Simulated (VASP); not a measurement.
Wanted: the native input for a VASP 6.6.1 run.

```yaml
Task: single point
Functional: PBEsol
Potentials_or_basis: VASP PAW PBE potentials, release 64 (In_d, As)
Cutoff: 520 eV
k_mesh: 12 × 12 × 12
Occupations: fermi-dirac, width 0.15 eV
Spin: no spin polarisation
Dipole_correction: no
Further_INCAR_settings: ALGO = Normal; EDIFF = 1e-07; NBANDS = 16
```

The structure of InAs lies in POSCAR:

```
InAs
1.0
    0.0000000000      3.0632019933      3.0632019933
    3.0632019933      0.0000000000      3.0632019933
    3.0632019933      3.0632019933      0.0000000000
In As
1 1
Direct
    0.0000000000      0.0000000000      0.0000000000
    0.7500000000      0.7500000000      0.7500000000
```

These files were run (other wordings do the same):

INCAR

```
PREC     = Accurate       # precision mode
ENCUT    = 520            # plane-wave cutoff, eV
EDIFF    = 1E-7           # SCF threshold, eV
ISMEAR   = -1             # smearing method
SIGMA    = 0.15           # smearing width, eV
LREAL    = F              # projectors in reciprocal space
LASPH    = T              # aspherical terms in the spheres
NELM     = 60             # most SCF steps
ALGO     = Normal         # electronic algorithm
ISIF     = 2              # what is computed and relaxed
LWAVE    = F              # write WAVECAR
LCHARG   = T              # write CHGCAR
GGA      = PS             # functional
LELF     = T              # ELF
LVHAR    = T            
NBANDS   = 16             # bands
```

KPOINTS

```
Automatic mesh
0
Gamma
  12 12 12
```

Potentials or basis: VASP PAW PBE potentials, release 64 (In_d, As).

Launch:

```console
$ cat potpaw_PBE.64/In_d/POTCAR potpaw_PBE.64/As/POTCAR > POTCAR
$ mpirun -np 1 vasp_std > vasp.out
```

Results of the run:

```
Pressure               : -0.9 GPa
Band gap on the k mesh : zero (filled and empty bands touch)
```

Caveat: semilocal functionals underestimate gaps, and a narrow one can read as zero; the PAW data sets were made with another functional, which shifts forces and pressure a little; spin-orbit coupling is left out, which moves the levels of the heavy elements.

Run time: 20 s on 1 thread of Intel(R) Xeon(R) 6975P-C (Granite Rapids) (shared host), peak memory 0.22 GiB.
